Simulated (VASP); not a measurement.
# BN (Fmm2) in VASP: notebook

BN is run at these levels: LDA; tasks: single point.

All numbers are computed with VASP 6.6.1; they aren't measurements. Logs are shortened: lines on timing, memory, paths and dates and some standing lists are left out, and cuts for length are marked.

## (1) The cell of the first run

Symmetry: Fmm2, No. 42, orthorhombic system. Conventional cell: a = 2.643 Å, b = 7.380 Å, c = 3.887 Å, α = 90.00°, β = 90.00°, γ = 90.00°. Within 1.7 Å of B (site symmetry mm2) lie 3 N at 1.30 to 1.47 Å. Within 1.7 Å of N (site symmetry mm2) lie 3 B at 1.30 to 1.47 Å.

## (2) Single point, LDA

The input, INCAR:

```
SYSTEM = BN
PREC = Accurate
ENCUT = 600
EDIFF = 1E-6
ISMEAR = 0
SIGMA = 0.05
LREAL = .FALSE.
LASPH = .TRUE.
NELM = 120
ALGO = Normal
ISIF = 2
LWAVE = .FALSE.
LCHARG = .TRUE.
LELF = .TRUE.
LVHAR = .TRUE.
NBANDS = 11
GGA_COMPAT = .FALSE.
```

The input, KPOINTS:

```
regular mesh
0
G
  12 12 12
  0 0 0
```

The input, POSCAR:

```
BN
1.0
    0.0000000000      3.6898902473      1.9436707384
    1.3213069444      0.0000000000      1.9436707384
    1.3213069444      3.6898902473      0.0000000000
B N
1 1
Direct
    0.0000486500      0.0000486500      0.9999513500
    0.6666513400      0.6666513400      0.3333486600
```

Potentials or basis: VASP PAW LDA potentials, release 64 (B, N).

The run is started by

```console
$ cat potpaw_LDA.64/B/POTCAR potpaw_LDA.64/N/POTCAR > POTCAR
$ mpirun -np 1 vasp_std > vasp.out
```

OUTCAR:

```text
SYSTEM = BN
   PREC = Accurate
   ENCUT = 600
   EDIFF = 1E-6
   ISMEAR = 0
   LREAL = .FALSE.
   LASPH = .TRUE.
   NELM = 120
   ISIF = 2

 ion  position               nearest neighbor table
   1  0.000  0.000  1.000-   2 1.30   2 1.47   2 1.47
   2  0.667  0.667  0.333-   1 1.30   1 1.47   1 1.47

  LATTYP: Found a face centered orthorhombic cell.
 ALAT       =     2.6426138888
 B/A-ratio  =     1.4710213601
 C/A-ratio  =     2.7926064136

  Lattice vectors:

 A1 = (   0.0000000000,   3.6898902473,   1.9436707384)
 A2 = (  -1.3213069444,   3.6898902473,   0.0000000000)
 A3 = (  -1.3213069444,   0.0000000000,   1.9436707384)

Analysis of symmetry for initial positions (statically):
=====================================================================
 Subroutine PRICEL returns:
 Original cell was already a primitive cell.

 Routine SETGRP: Setting up the symmetry group for a
 face centered orthorhombic supercell.

 Subroutine GETGRP returns: Found  4 space group operations
 (whereof  4 operations were pure point group operations)
 out of a pool of  8 trial point group operations.

The static configuration has the point symmetry C_2v.

Analysis of symmetry for dynamics (positions and initial velocities):
=====================================================================
 Subroutine PRICEL returns:
 Original cell was already a primitive cell.

 Routine SETGRP: Setting up the symmetry group for a
 face centered orthorhombic supercell.

 Subroutine GETGRP returns: Found  4 space group operations
 (whereof  4 operations were pure point group operations)
 out of a pool of  8 trial point group operations.

The dynamic configuration has the point symmetry C_2v.

 Subroutine INISYM returns: Found  4 space group operations
 (whereof  4 operations are pure point group operations),
 and found     1 'primitive' translations

----------------------------------------------------------------------------------------

                                     Primitive cell

  volume of cell :      18.9526

  direct lattice vectors                    reciprocal lattice vectors
     0.000000000  3.689890247  1.943670738    -0.378413208  0.135505385  0.257245217
     1.321306944  0.000000000  1.943670738     0.378413208 -0.135505385  0.257245217
     1.321306944  3.689890247  0.000000000     0.378413208  0.135505385 -0.257245217

  length of vectors
     4.170509079  2.350257003  3.919329289     0.477214173  0.477214173  0.477214173

  position of ions in fractional coordinates (direct lattice)
     0.000048650  0.000048650  0.999951350
     0.666651340  0.666651340  0.333348660

  ion indices of the primitive-cell ions
   primitive index   ion index
                 1           1
                 2           2

----------------------------------------------------------------------------------------

 KPOINTS: regular mesh

Automatic generation of k-mesh.
 Grid dimensions read from file:
 generate k-points for:   12   12   12

 Generating k-lattice:

  Cartesian coordinates                     Fractional coordinates (reciprocal lattice)
    -0.031534434  0.011292115  0.021437101     0.083333333  0.000000000 -0.000000000
     0.031534434 -0.011292115  0.021437101     0.000000000  0.083333333  0.000000000
     0.031534434  0.011292115 -0.021437101    -0.000000000 -0.000000000  0.083333333

  Length of vectors
     0.039767848  0.039767848  0.039767848

  Shift w.r.t. Gamma in fractional coordinates (k-lattice)
     0.000000000  0.000000000  0.000000000

 Subroutine IBZKPT returns following result:
 ===========================================

 Found    280 irreducible k-points:

 Following reciprocal coordinates:
            Coordinates               Weight
  0.000000  0.000000  0.000000      1.000000
  0.083333  0.000000  0.000000      8.000000
  0.166667 -0.000000  0.000000      8.000000
  0.250000  0.000000 -0.000000      8.000000
  0.333333  0.000000  0.000000      8.000000
  0.416667  0.000000  0.000000      8.000000
[... 16 lines left out ...]
  0.500000  0.166667  0.000000      8.000000
 -0.416667  0.166667 -0.000000      8.000000
 [... further k-points ...]
   k-points           NKPTS =    280   k-points in BZ     NKDIM =    280   number of bands    NBANDS=     11
   number of dos      NEDOS =    301   number of ions     NIONS =      2
   total plane-waves  NPLWV =  23040
   dimension x,y,z NGX =    36 NGY =   20 NGZ =   32
   dimension x,y,z NGXF=    72 NGYF=   40 NGZF=   64
   ions per type =               1   1
   NGX,Y,Z   is equivalent  to a cutoff of  14.35, 14.15, 13.57 a.u.
   NGXF,Y,Z  is equivalent  to a cutoff of  28.70, 28.29, 27.15 a.u.
 SYSTEM =  BN
   PREC   = accura    normal or accurate (medium, high low for compatibility)
   ISTART =      0    job   : 0-new  1-cont  2-samecut
   ICHARG =      2    charge: 1-file 2-atom 10-const
   ISPIN  =      1    spin polarized calculation?
   LNONCOLLINEAR =      F non collinear calculations
   LSORBIT =      F    spin-orbit coupling
   LASPH  =      T    aspherical Exc in radial PAW
   ENCUT  =  600.0 eV  44.10 Ry    6.64 a.u.   8.33  4.69  7.83*2*pi/ulx,y,z
   NELM   =    120;   NELMIN=  2; NELMDL= -5     # of ELM steps
   EDIFF  = 0.1E-05   stopping-criterion for ELM
   LREAL  =      F    real-space projection
   EDIFFG = 0.1E-04   stopping-criterion for IOM
   NSW    =      0    number of steps for IOM
   IBRION =     -1    ionic relax: 0-MD 1-quasi-New 2-CG
   NFREE  =      0    steps in history (QN), initial steepest desc. (CG)
   ISIF   =      2    stress and relaxation
   ISYM   =      2    0-nonsym 1-usesym 2-fastsym
   POTIM  = 0.5000    time-step for ionic-motion
   TEBEG  =    0.0;   TEEND  =   0.0 temperature during run
   PSTRESS=    0.0 pullay stress
   NELECT =       8.0000    total number of electrons
   NUPDOWN=      -1.0000    fix difference up-down
   EMIN   =  10.00;   EMAX   =-10.00  energy-range for DOS
   EFERMI =   0.00;   METHOD = LEGACY
   ISMEAR =     0;   SIGMA  =   0.05  broadening in eV -4-tet -1-fermi 0-gaus
   EFERMI_NEDOS =   21; number of points for ismear=-14 and -15
   IALGO  =     38    algorithm
   IMIX   =      4    mixing-type and parameters
     AMIX     =   0.40;   BMIX     =  1.00
     AMIX_MAG =   1.60;   BMIX_MAG =  1.00
  volume/ion in A,a.u.               =       9.48        63.95
  Fermi-wavevector in a.u.,A,eV,Ry     =   1.228047  2.320672 20.518928  1.508099
  Thomas-Fermi vector in A             =   2.362987
   LORBIT       =      0    0 simple, 1 ext, 2 COOP (PROOUT), +10 PAW based schemes
   GGA     = CA    functional components
   LHFCALC =     F    Hartree Fock is set to
   AEXX    =    0.0000 exact exchange contribution
   IVDW    =     0    specifies the selected vdW correction
   LEPSILON=     F    determine dielectric tensor
   LRPA    =     F    only Hartree local field effects (RPA)
 non-spin polarized calculation
 Gauss-broadening in eV      SIGMA  =   0.05
  energy-cutoff  :      600.00
  volume of cell :       18.95
 maximum number of plane-waves:       650
 NGX is ok and might be reduce to    36
   NGX = 17   NGY =  9   NGZ = 15

 number of electron       8.0000000 magnetization

 Free energy of the ion-electron system (eV)
  ---------------------------------------------------
  ext. energy  EPLUGINS =         0.00000000
  ---------------------------------------------------
  free energy    TOTEN  =       -18.59928336 eV

  energy without entropy =      -18.59928336  energy(sigma->0) =      -18.59928336

 E-fermi :   2.3047     XC(G=0): -10.0142

 val. band max:        2.0512777324   @ k =   0.5000  -0.4167   0.0833
 cond. band min:       5.9248590156   @ k =   0.0000   0.0000   0.0000
 fundamental gap:      3.8735812832
 Fermi energy:         2.3046673910

 k-point     1 :       0.0000    0.0000    0.0000
  band No.  band energies     occupation
      1     -16.3665      2.00000
      2      -3.4543      2.00000
      3       0.4250      2.00000
      4       0.5427      2.00000
      5       5.9249      0.00000
      6      12.1939      0.00000
      7      13.5089      0.00000
      8      15.1360      0.00000
      9      20.6863      0.00000
     10      26.0495      0.00000
     11      29.1530      0.00000

 k-point     2 :       0.0833    0.0000    0.0000
  band No.  band energies     occupation
      1     -16.2330      2.00000
      2      -3.3085      2.00000
      3      -0.2620      2.00000
      4       0.3905      2.00000
      5       6.2149      0.00000
      6      12.6584      0.00000
      7      13.8994      0.00000
      8      14.6627      0.00000
      9      20.7849      0.00000
     10      25.2177      0.00000
     11      28.9663      0.00000

 k-point     3 :       0.1667   -0.0000    0.0000
  band No.  band energies     occupation
      1     -15.8397      2.00000
      2      -2.8760      2.00000
      3      -1.8553      2.00000
      4      -0.0479      2.00000
      5       7.0180      0.00000
      6      13.2289      0.00000
      7      13.5975      0.00000
      8      15.0865      0.00000
      9      21.1808      0.00000
     10      23.4568      0.00000
     11      27.8811      0.00000
[... 267 lines left out ...]
 k-point    23 :       0.5000    0.1667    0.0000
  band No.  band energies     occupation
      1     -13.1208      2.00000
      2      -7.0986      2.00000
      3      -2.8034      2.00000
      4       0.5047      2.00000
      5       6.9498      0.00000
      6      12.7123      0.00000
      7      15.9103      0.00000
      8      17.2889      0.00000
      9      17.6740      0.00000
     10      22.8475      0.00000
     11      24.7854      0.00000

 k-point    24 :      -0.4167    0.1667   -0.0000
  band No.  band energies     occupation
      1     -12.9560      2.00000
      2      -7.3408      2.00000
      3      -3.0643      2.00000
      4       0.5929      2.00000
      5       6.6297      0.00000
      6      13.8613      0.00000
      7      15.9771      0.00000
      8      17.1771      0.00000
      9      18.7719      0.00000
     10      21.6043      0.00000
     11      24.5664      0.00000

 [... further k-points ...]

------------------------ aborting loop because EDIFF is reached ----------------------------------------

  FORCE on cell =-STRESS in cart. coord.  units (eV):
  Direction    XX          YY          ZZ          XY          YZ          ZX
  --------------------------------------------------------------------------------------
  -------------------------------------------------------------------------------------
  Total       -3.5689937     -0.2178070     11.5257599      0.0000000      0.0000000      0.0000000
  in kB     -301.7077738    -18.4124940    974.3394638      0.0000000      0.0000000      0.0000000
  external PRESSURE =     218.0730653 kB  Pullay stress =       0.0000000 kB

 VOLUME and BASIS-vectors are now :
 -----------------------------------------------------------------------------
  energy-cutoff  :      600.00
  volume of cell :       18.95
      direct lattice vectors                 reciprocal lattice vectors
     0.000000000  3.689890247  1.943670738    -0.378413208  0.135505385  0.257245217
     1.321306944  0.000000000  1.943670738     0.378413208 -0.135505385  0.257245217
     1.321306944  3.689890247  0.000000000     0.378413208  0.135505385 -0.257245217

 POSITION                                       TOTAL-FORCE (eV/Angst)
 -----------------------------------------------------------------------------------
      1.32131      3.68989      0.00019         0.000000      0.000000      4.163481
      1.32131      3.68989      2.59150         0.000000      0.000000     -4.163481
 -----------------------------------------------------------------------------------
    total drift:                               -0.000001      0.000003     -0.000209

  FREE ENERGIE OF THE ION-ELECTRON SYSTEM (eV)
  ---------------------------------------------------
  free  energy   TOTEN  =       -18.5992833565 eV

  energy  without entropy=      -18.5992833565  energy(sigma->0) =      -18.59928336
```

It took 100 s on 1 thread of Intel Xeon 8259CL, shared host; peak memory 0.19 GiB.

What came out:

```
Free energy            : -18.5993 eV
Pressure               : 21.8 GPa
Largest force          : 4.163 eV/Å
Band gap on the k mesh : 3.87 eV (least direct gap 4.65 eV)
```

Forces in eV/Å, atoms in the order of the input:
```
B    0.000  0.000  4.163
N    0.000  0.000 -4.163
```

Levels at points of the mesh, in eV from the valence-band top:
```tsv
k point	band 1	band 2	band 3	band 4	band 5	band 6	band 7	band 8
(0.00, 0.00, 0.00)	-18.42	-5.51	-1.63	-1.51	3.87	10.14	11.46	13.08
(0.50, 0.00, 0.00)	-15.33	-9.74	-3.54	-1.88	4.23	11.40	12.91	14.62
(0.50, 0.50, 0.00)	-14.35	-8.90	-6.17	-0.06	5.42	7.16	12.85	14.11
(0.50, 0.00, 0.50)	-18.29	-6.75	-1.64	-1.49	8.32	10.05	10.08	15.20
(0.00, 0.50, 0.50)	-14.30	-8.79	-6.20	-0.61	4.21	7.21	13.57	18.91
```

Caveat: the cell stands under pressure; forces of over 1 eV/Å act on the atoms, so gaps and moduli don't describe the material at rest.

(Continued in part 2 of 2.)
